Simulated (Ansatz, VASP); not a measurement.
## One calculation of CoPdO2, two programs

File INCAR:

```
SYSTEM = CoPdO2
ALGO = Normal ; EDIFF = 1E-6
ENCUT = 520 ; GGA = PE
ISIF = 2 ; ISMEAR = -1
ISPIN = 2 ; LASPH = .True.
LCHARG = .False. ; LMAXMIX = 4
LORBIT = 11 ; LREAL = .False.
LWAVE = .False. ; MAGMOM = 0 3 0 0
NBANDS = 28 ; NELM = 150
NUPDOWN = 3.0 ; PREC = Accurate
SIGMA = 0.05
```

The input KPOINTS:

```
k-points
0
Gamma
  9 9 9
  0 0 0
```

File POSCAR:

```
CoPdO2
1.0
    1.4316899074      0.8265865534      5.9577715763
   -1.4316899074      0.8265865534      5.9577715763
    0.0000000000     -1.6531731068      5.9577715763
Pd Co O
1 1 2
Direct
    0.0000000000      0.0000000000      0.0000000000
    0.5000000000      0.5000000000      0.5000000000
    0.1124760000      0.1124760000      0.1124760000
    0.8875240000      0.8875240000      0.8875240000
```

Contents of input.yaml:

```yaml
crystal:
  lattice:
    - [1.4316899074, 0.8265865534, 5.9577715763]
    - [-1.4316899074, 0.8265865534, 5.9577715763]
    - [0.0, -1.6531731068, 5.9577715763]
  atoms:
    - { symbol: Pd, position: [0.0, 0.0, 0.0] }
    - { symbol: Co, position: [0.5, 0.5, 0.5], spin: 3.0 }
    - { symbol: O, position: [0.112476, 0.112476, 0.112476] }
    - { symbol: O, position: [0.887524, 0.887524, 0.887524] }
hamiltonian:
  xc: pbe
  pseudopotentials: { kind: paw }
magnetization:
  spin_polarized: true
  initial_magnetization: 3.0
  spin_locking: { lock_magnetization: hard }
kpoints:
  mp_grid: { grid: [9, 9, 9] }
scf:
  occupations: { method: fermi_dirac, width: 0.05 }
  lower_state_search: "off"
output:
  forces: true
  stress: true
  eigenvalues: true
```

Alike in both runs: task single point; functional PBE; k mesh 9 × 9 × 9; occupations fermi-dirac, width 0.05 eV; collinear spin; fixed moment 3 μB.

|  | VASP | Ansatz |
| --- | --- | --- |
| version | VASP 6.6.1 | Ansatz 0.2.0 |
| potentials or method | VASP PAW PBE potentials, release 64 (Pd, Co, O) | Ansatz PAW |
| plane-wave cutoff (eV) | 520 | 420 |
| valence electrons in the cell | 31 | 47 |

|  | VASP | Ansatz | Ansatz less VASP |
| --- | --- | --- | --- |
| pressure (GPa) | 14.1 | 14.6 | +0.48 |
| traceless stress, the component that is largest in VASP (GPa) | 0.42 | 0.52 | +0.099 |
| rms of the force components (eV/Å) | 0.638 | 0.633 | -0.0042 |
| net moment per atom (μB) | 0.75 | 0.75 | 0.000 |
| size of the moment on the site where the two differ most (μB) | 2.22 | 2.13 | -0.084 |

Site moments also hang on the region over which each program counts them. Atom by atom the forces differ by 0.004 eV/Å (rms over components). VASP's potentials hold 31 valence electrons a cell and Ansatz's 47, so a difference there can come from the potentials and not from the codes.
